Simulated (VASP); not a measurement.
Here is a VASP 6.6.1 calculation.

File POSCAR:

```
Cu3Te
1.0
    3.9992841600      0.0000000000      0.0000000000
    0.0000000000      3.9992841600      0.0000000000
    0.0000000000      0.0000000000      3.9466620000
Cu Te
3 1
Direct
    0.0000000000      0.5000000000      0.5000000000
    0.5000000000      0.0000000000      0.5000000000
    0.5000000000      0.5000000000      0.0000000000
    0.0000000000      0.0000000000      0.0000000000
```

Contents of INCAR.step1:

```
SYSTEM = Cu3Te
ALGO = Normal
EDIFF = 1E-4
ENCUT = 520
GGA = PE
ISMEAR = -1
LASPH = .True.
LCHARG = .False.
LREAL = .False.
LWAVE = .True.
NBANDS = 28
NELM = 100
PREC = Accurate
SIGMA = 0.1
```

Contents of INCAR.step2:

```
SYSTEM = Cu3Te
ALGO = Normal
EDIFF = 1E-7
ENCUT = 520
ISIF = 2
ISMEAR = -1
ISTART = 1
LASPH = .True.
LCHARG = .True.
LELF = .True.
LMIXTAU = .True.
LREAL = .False.
LVHAR = .True.
LWAVE = .False.
METAGGA = R2SCAN
NBANDS = 28
NELM = 100
PREC = Accurate
SIGMA = 0.1
```

Contents of KPOINTS:

```
k-points
0
Gamma
  6 6 6
  0 0 0
```

Potentials or basis: VASP PAW PBE potentials, release 64 (Cu, Te).

Run with:

```bash
$ cat potpaw_PBE.64/Cu/POTCAR potpaw_PBE.64/Te/POTCAR > POTCAR
$ cp INCAR.step1 INCAR
$ mpirun -np 1 vasp_std > vasp.out
$ cp INCAR.step2 INCAR
$ mpirun -np 1 vasp_std > vasp.out
```

Problem. Predict the pressure.

Solution. -4.5 GPa.

Stress tensor (GPa, compression positive):
```
-4.83  0.00  0.00
 0.00 -4.83  0.00
 0.00  0.00 -3.74
```

Caveat: the PAW data sets were made with another functional, which shifts forces and pressure a little.
